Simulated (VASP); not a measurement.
# Ca (Fm-3m) in VASP: a series of runs

Runs on Ca. Level: PBE. Tasks: single point.

All numbers are computed with VASP 6.6.1; they aren't measurements. Logs are shortened: lines on timing, memory, paths and dates and some standing lists are left out, and cuts for length are marked.

### Step 1. The cell of the first run

It takes space group Fm-3m (No. 225, cubic). The conventional cell has a = 5.738 Å, b = 5.738 Å, c = 5.738 Å, α = 90.00°, β = 90.00°, γ = 90.00°. Ca (site symmetry m-3m) has 12 Ca at 4.06 Å within 5.3 Å.

### Step 2. Single point, PBE (47.23 Å³/atom)

INCAR

```
ALGO = Normal
EDIFF = 1E-7
ENCUT = 520
GGA = PE
ISIF = 2
ISMEAR = -1
LASPH = T
LCHARG = F
LREAL = F
LWAVE = F
NBANDS = 11
NELM = 60
PREC = Accurate
SIGMA = 0.1
```

KPOINTS

```
k-points
0
Gamma
  16 16 16
```

POSCAR

```
Ca
1.0
    0.0000000000      2.8690699506      2.8690699506
    2.8690699506      0.0000000000      2.8690699506
    2.8690699506      2.8690699506      0.0000000000
Ca
1
Direct
    0.0000000000      0.0000000000      0.0000000000
```

Potentials or basis: VASP PAW PBE potentials, release 64 (Ca_sv).

Run with:

```console
$ cat potpaw_PBE.64/Ca_sv/POTCAR > POTCAR
$ mpirun -np 1 vasp_std > vasp.out
```

OUTCAR:

```text
EDIFF = 1E-7
   ENCUT = 520
   GGA = PE
   ISIF = 2
   ISMEAR = -1
   LASPH = T
   LREAL = F
   NELM = 60
   PREC = Accurate

 ion  position               nearest neighbor table
   1  0.000  0.000  0.000-

  LATTYP: Found a face centered cubic cell.
 ALAT       =     5.7381399012

  Lattice vectors:

 A1 = (   0.0000000000,   2.8690699506,   2.8690699506)
 A2 = (   2.8690699506,   0.0000000000,   2.8690699506)
 A3 = (   2.8690699506,   2.8690699506,   0.0000000000)

Analysis of symmetry for initial positions (statically):
=====================================================================
 Subroutine PRICEL returns:
 Original cell was already a primitive cell.

 Routine SETGRP: Setting up the symmetry group for a
 face centered cubic supercell.

 Subroutine GETGRP returns: Found 48 space group operations
 (whereof 48 operations were pure point group operations)
 out of a pool of 48 trial point group operations.

The static configuration has the point symmetry O_h .

Analysis of symmetry for dynamics (positions and initial velocities):
=====================================================================
 Subroutine PRICEL returns:
 Original cell was already a primitive cell.

 Routine SETGRP: Setting up the symmetry group for a
 face centered cubic supercell.

 Subroutine GETGRP returns: Found 48 space group operations
 (whereof 48 operations were pure point group operations)
 out of a pool of 48 trial point group operations.

The dynamic configuration has the point symmetry O_h .

 Subroutine INISYM returns: Found 48 space group operations
 (whereof 48 operations are pure point group operations),
 and found     1 'primitive' translations

----------------------------------------------------------------------------------------

                                     Primitive cell

  volume of cell :      47.2339

  direct lattice vectors                    reciprocal lattice vectors
     0.000000000  2.869069951  2.869069951    -0.174272502  0.174272502  0.174272502
     2.869069951  0.000000000  2.869069951     0.174272502 -0.174272502  0.174272502
     2.869069951  2.869069951  0.000000000     0.174272502  0.174272502 -0.174272502

  length of vectors
     4.057477636  4.057477636  4.057477636     0.301848829  0.301848829  0.301848829

  position of ions in fractional coordinates (direct lattice)
     0.000000000  0.000000000  0.000000000

  ion indices of the primitive-cell ions
   primitive index   ion index
                 1           1

----------------------------------------------------------------------------------------

 KPOINTS: k-points

Automatic generation of k-mesh.
 Grid dimensions read from file:
 generate k-points for:   16   16   16

 Generating k-lattice:

  Cartesian coordinates                     Fractional coordinates (reciprocal lattice)
    -0.010892031  0.010892031  0.010892031     0.062500000  0.000000000  0.000000000
     0.010892031 -0.010892031  0.010892031     0.000000000  0.062500000  0.000000000
     0.010892031  0.010892031 -0.010892031     0.000000000  0.000000000  0.062500000

  Length of vectors
     0.018865552  0.018865552  0.018865552

  Shift w.r.t. Gamma in fractional coordinates (k-lattice)
     0.000000000  0.000000000  0.000000000

 Subroutine IBZKPT returns following result:
 ===========================================

 Found    145 irreducible k-points:

 Following reciprocal coordinates:
            Coordinates               Weight
  0.000000  0.000000  0.000000      1.000000
  0.062500  0.000000  0.000000      8.000000
  0.125000  0.000000  0.000000      8.000000
  0.187500  0.000000  0.000000      8.000000
  0.250000  0.000000  0.000000      8.000000
  0.312500  0.000000  0.000000      8.000000
[... 16 lines left out ...]
 -0.125000  0.062500  0.000000     24.000000
 -0.062500  0.062500  0.000000     12.000000
 [... further k-points ...]
   k-points           NKPTS =    145   k-points in BZ     NKDIM =    145   number of bands    NBANDS=     11
   number of dos      NEDOS =    301   number of ions     NIONS =      1
   total plane-waves  NPLWV =  27000
   dimension x,y,z NGX =    30 NGY =   30 NGZ =   30
   dimension x,y,z NGXF=    60 NGYF=   60 NGZF=   60
   ions per type =               1
   NGX,Y,Z   is equivalent  to a cutoff of  12.29, 12.29, 12.29 a.u.
   NGXF,Y,Z  is equivalent  to a cutoff of  24.58, 24.58, 24.58 a.u.
 SYSTEM =  unknown system
   PREC   = accura    normal or accurate (medium, high low for compatibility)
   ISTART =      0    job   : 0-new  1-cont  2-samecut
   ICHARG =      2    charge: 1-file 2-atom 10-const
   ISPIN  =      1    spin polarized calculation?
   LNONCOLLINEAR =      F non collinear calculations
   LSORBIT =      F    spin-orbit coupling
   LASPH  =      T    aspherical Exc in radial PAW
   ENCUT  =  520.0 eV  38.22 Ry    6.18 a.u.   7.54  7.54  7.54*2*pi/ulx,y,z
   NELM   =     60;   NELMIN=  2; NELMDL= -5     # of ELM steps
   EDIFF  = 0.1E-06   stopping-criterion for ELM
   LREAL  =      F    real-space projection
   EDIFFG = 0.1E-05   stopping-criterion for IOM
   NSW    =      0    number of steps for IOM
   IBRION =     -1    ionic relax: 0-MD 1-quasi-New 2-CG
   NFREE  =      0    steps in history (QN), initial steepest desc. (CG)
   ISIF   =      2    stress and relaxation
   ISYM   =      2    0-nonsym 1-usesym 2-fastsym
   POTIM  = 0.5000    time-step for ionic-motion
   TEBEG  =    0.0;   TEEND  =   0.0 temperature during run
   PSTRESS=    0.0 pullay stress
   NELECT =      10.0000    total number of electrons
   NUPDOWN=      -1.0000    fix difference up-down
   EMIN   =  10.00;   EMAX   =-10.00  energy-range for DOS
   EFERMI =   0.00;   METHOD = LEGACY
   ISMEAR =    -1;   SIGMA  =   0.10  broadening in eV -4-tet -1-fermi 0-gaus
   EFERMI_NEDOS =   21; number of points for ismear=-14 and -15
   IALGO  =     38    algorithm
   IMIX   =      4    mixing-type and parameters
     AMIX     =   0.40;   BMIX     =  1.00
     AMIX_MAG =   1.60;   BMIX_MAG =  1.00
  volume/ion in A,a.u.               =      47.23       318.75
  Fermi-wavevector in a.u.,A,eV,Ry     =   0.975717  1.843837 12.953058  0.952023
  Thomas-Fermi vector in A             =   2.106278
   LORBIT       =      0    0 simple, 1 ext, 2 COOP (PROOUT), +10 PAW based schemes
   GGA     = PE    functional components
   LHFCALC =     F    Hartree Fock is set to
   AEXX    =    0.0000 exact exchange contribution
   IVDW    =     0    specifies the selected vdW correction
   LEPSILON=     F    determine dielectric tensor
   LRPA    =     F    only Hartree local field effects (RPA)
 non-spin polarized calculation
  energy-cutoff  :      520.00
  volume of cell :       47.23
 maximum number of plane-waves:      1295
   NGX = 15   NGY = 15   NGZ = 15

 number of electron      10.0000003 magnetization

 Free energy of the ion-electron system (eV)
  ---------------------------------------------------
  ext. energy  EPLUGINS =         0.00000000
  ---------------------------------------------------
  free energy    TOTEN  =        -1.92440083 eV

  energy without entropy =       -1.88262303  energy(sigma->0) =       -1.90351193

 E-fermi :   1.5342     XC(G=0):  -7.3947

 val. band max:        1.5288662215   @ k =   0.5000   0.1250   0.0000
 cond. band min:       1.5479155080   @ k =  -0.3125   0.3750   0.1250
 fundamental gap:      0.0190492865
 Fermi energy:         1.5342185122

 k-point     1 :       0.0000    0.0000    0.0000
  band No.  band energies     occupation
      1     -40.7387      2.00000
      2     -21.6664      2.00000
      3     -21.6664      2.00000
      4     -21.6664      2.00000
      5      -2.2887      2.00000
      6       3.7203      0.00000
      7       3.7203      0.00000
      8       3.7203      0.00000
      9       4.6557      0.00000
     10       4.6557      0.00000
     11      10.1753      0.00000

 k-point     2 :       0.0625    0.0000    0.0000
  band No.  band energies     occupation
      1     -40.7384      2.00000
      2     -21.6699      2.00000
      3     -21.6669      2.00000
      4     -21.6669      2.00000
      5      -2.2277      2.00000
      6       3.6561      0.00000
      7       3.7432      0.00000
      8       3.7432      0.00000
      9       4.6362      0.00000
     10       4.6362      0.00000
     11      10.2367      0.00000

 k-point     3 :       0.1250    0.0000    0.0000
  band No.  band energies     occupation
      1     -40.7376      2.00000
      2     -21.6798      2.00000
      3     -21.6683      2.00000
      4     -21.6683      2.00000
      5      -2.0466      2.00000
      6       3.4768      0.00000
      7       3.7999      0.00000
      8       3.7999      0.00000
      9       4.5951      0.00000
     10       4.5951      0.00000
     11      10.0880      0.00000

 k-point     4 :       0.1875    0.0000    0.0000
  band No.  band energies     occupation
      1     -40.7363      2.00000
      2     -21.6945      2.00000
      3     -21.6704      2.00000
      4     -21.6704      2.00000
      5      -1.7514      2.00000
      6       3.2120      0.00000
      7       3.8494      0.00000
      8       3.8494      0.00000
      9       4.5853      0.00000
     10       4.5853      0.00000
     11       9.1549      0.00000

 k-point     5 :       0.2500    0.0000    0.0000
  band No.  band energies     occupation
      1     -40.7348      2.00000
      2     -21.7118      2.00000
      3     -21.6729      2.00000
      4     -21.6729      2.00000
      5      -1.3527      2.00000
      6       2.8873      0.00000
      7       3.8402      0.00000
      8       3.8402      0.00000
      9       4.6683      0.00000
     10       4.6683      0.00000
     11       8.2007      0.00000
[... 211 lines left out ...]
 k-point    21 :      -0.2500    0.0625    0.0000
  band No.  band energies     occupation
      1     -40.7341      2.00000
      2     -21.7177      2.00000
      3     -21.6773      2.00000
      4     -21.6728      2.00000
      5      -1.1492      2.00000
      6       2.7645      0.00001
      7       3.7517      0.00000
      8       3.8752      0.00000
      9       4.5671      0.00000
     10       4.8699      0.00000
     11       7.9244      0.00000

 k-point    22 :      -0.1875    0.0625    0.0000
  band No.  band energies     occupation
      1     -40.7356      2.00000
      2     -21.7008      2.00000
      3     -21.6745      2.00000
      4     -21.6703      2.00000
      5      -1.5777      2.00000
      6       3.0915      0.00000
      7       3.8031      0.00000
      8       3.9123      0.00000
      9       4.4511      0.00000
     10       4.7330      0.00000
     11       8.8541      0.00000

 k-point    23 :      -0.1250    0.0625    0.0000
  band No.  band energies     occupation
      1     -40.7370      2.00000
      2     -21.6857      2.00000
      3     -21.6717      2.00000
      4     -21.6683      2.00000
      5      -1.9076      2.00000
      6       3.3623      0.00000
      7       3.8024      0.00000
      8       3.8606      0.00000
      9       4.4727      0.00000
     10       4.6707      0.00000
     11       9.8349      0.00000

 k-point    24 :      -0.0625    0.0625    0.0000
  band No.  band energies     occupation
      1     -40.7380      2.00000
      2     -21.6748      2.00000
      3     -21.6690      2.00000
      4     -21.6671      2.00000
      5      -2.1267      2.00000
      6       3.5589      0.00000
      7       3.7685      0.00000
      8       3.7849      0.00000
      9       4.5588      0.00000
     10       4.6565      0.00000
     11      10.3067      0.00000

 [... further k-points ...]

------------------------ aborting loop because EDIFF is reached ----------------------------------------

  FORCE on cell =-STRESS in cart. coord.  units (eV):
  Direction    XX          YY          ZZ          XY          YZ          ZX
  --------------------------------------------------------------------------------------
  -------------------------------------------------------------------------------------
  Total       -0.4741598     -0.4741598     -0.4741598     -0.0000000     -0.0000000      0.0000000
  in kB      -16.0835491    -16.0835491    -16.0835491     -0.0000000     -0.0000000      0.0000000
  external PRESSURE =     -16.0835491 kB  Pullay stress =       0.0000000 kB

 VOLUME and BASIS-vectors are now :
 -----------------------------------------------------------------------------
  energy-cutoff  :      520.00
  volume of cell :       47.23
      direct lattice vectors                 reciprocal lattice vectors
     0.000000000  2.869069951  2.869069951    -0.174272502  0.174272502  0.174272502
     2.869069951  0.000000000  2.869069951     0.174272502 -0.174272502  0.174272502
     2.869069951  2.869069951  0.000000000     0.174272502  0.174272502 -0.174272502

 POSITION                                       TOTAL-FORCE (eV/Angst)
 -----------------------------------------------------------------------------------
      0.00000      0.00000      0.00000         0.000000      0.000000      0.000000
 -----------------------------------------------------------------------------------
    total drift:                               -0.000000     -0.000000     -0.000000

  FREE ENERGIE OF THE ION-ELECTRON SYSTEM (eV)
  ---------------------------------------------------
  free  energy   TOTEN  =        -1.9244008320 eV

  energy  without entropy=       -1.8826230251  energy(sigma->0) =       -1.90351193
```

Wall time 34 s (1 thread of AMD EPYC 9R45 (Zen 5), shared host); peak memory 0.19 GiB.

Results:

```yaml
Free_energy: -1.9244 eV
Pressure: -1.6 GPa
Band_gap_on_the_k_mesh: zero (bands 5 and 6 overlap by 0.49 eV)
```

### Step 3. Single point, PBE

This run uses another cell than the first one, of 42.17 Å³/atom.

INCAR

```
SYSTEM = Ca
  PREC = Accurate
  ENCUT = 520
  EDIFF = 1E-7
  ISMEAR = 1
  SIGMA = 0.2
  LREAL = .False.
  LASPH = .True.
  NELM = 80
  ALGO = Normal
  ISIF = 2
  LWAVE = .False.
  LCHARG = .False.
  GGA = PE
  NBANDS = 11
```

KPOINTS

```
Automatic mesh
0
Gamma
  10 10 10
  0 0 0
```

POSCAR

```
Ca
1.0
    0.0000000000      2.7627089163      2.7627089163
    2.7627089163      0.0000000000      2.7627089163
    2.7627089163      2.7627089163      0.0000000000
Ca
1
Direct
    0.0000000000      0.0000000000      0.0000000000
```

Potentials or basis: VASP PAW PBE potentials, release 64 (Ca_sv).

Run with:

```console
$ cat potpaw_PBE.64/Ca_sv/POTCAR > POTCAR
$ mpirun -np 1 vasp_std > vasp.out
```

OUTCAR:

```text
SYSTEM = Ca
   PREC = Accurate
   ENCUT = 520
   EDIFF = 1E-7
   ISMEAR = 1
   LREAL = .False.
   LASPH = .True.
   NELM = 80
   ISIF = 2
   GGA = PE

 ion  position               nearest neighbor table
   1  0.000  0.000  0.000-

  LATTYP: Found a face centered cubic cell.
 ALAT       =     5.5254178326

  Lattice vectors:

 A1 = (   0.0000000000,   2.7627089163,   2.7627089163)
 A2 = (   2.7627089163,   0.0000000000,   2.7627089163)
 A3 = (   2.7627089163,   2.7627089163,   0.0000000000)

[... 514 lines left out ...]
     11       8.5981      0.00000

 [... further k-points ...]

------------------------ aborting loop because EDIFF is reached ----------------------------------------

  FORCE on cell =-STRESS in cart. coord.  units (eV):
  Direction    XX          YY          ZZ          XY          YZ          ZX
  --------------------------------------------------------------------------------------
  -------------------------------------------------------------------------------------
  Total       -0.0009318     -0.0009318     -0.0009318      0.0000000      0.0000000      0.0000000
  in kB       -0.0353979     -0.0353979     -0.0353979      0.0000000      0.0000000      0.0000000
  external PRESSURE =      -0.0353979 kB  Pullay stress =       0.0000000 kB

 VOLUME and BASIS-vectors are now :
 -----------------------------------------------------------------------------
  energy-cutoff  :      520.00
  volume of cell :       42.17
      direct lattice vectors                 reciprocal lattice vectors
     0.000000000  2.762708916  2.762708916    -0.180981788  0.180981788  0.180981788
     2.762708916  0.000000000  2.762708916     0.180981788 -0.180981788  0.180981788
     2.762708916  2.762708916  0.000000000     0.180981788  0.180981788 -0.180981788

 POSITION                                       TOTAL-FORCE (eV/Angst)
 -----------------------------------------------------------------------------------
      0.00000      0.00000      0.00000         0.000000     -0.000000     -0.000000
 -----------------------------------------------------------------------------------
    total drift:                               -0.000000     -0.000000      0.000000

  FREE ENERGIE OF THE ION-ELECTRON SYSTEM (eV)
  ---------------------------------------------------
  free  energy   TOTEN  =        -1.9314889372 eV

  energy  without entropy=       -1.9298987363  energy(sigma->0) =       -1.93095887
```

Wall time 24 s (1 thread of Intel Xeon 8259CL, shared host); peak memory 0.17 GiB.

Results:

```yaml
Free_energy: -1.9315 eV
Pressure: 0.0 GPa
Band_gap_on_the_k_mesh: zero (bands 5 and 6 overlap by 0.27 eV)
```

Levels at points of the mesh, in eV from the Fermi level:
```tsv
k point	band 1	band 2	band 3	band 4	band 5	band 6	band 7	band 8	band 9	band 10
(0.00, 0.00, 0.00)	-42.04	-22.96	-22.96	-22.96	-4.04	2.32	2.32	2.32	3.39	3.39
(0.50, 0.00, 0.00)	-42.03	-23.10	-22.98	-22.98	-1.01	-0.18	2.20	2.20	4.07	4.07
(0.50, 0.50, 0.00)	-42.02	-23.09	-23.01	-23.01	-0.48	0.56	0.95	4.07	4.25	4.25
```

(Continued in part 2 of 3.)
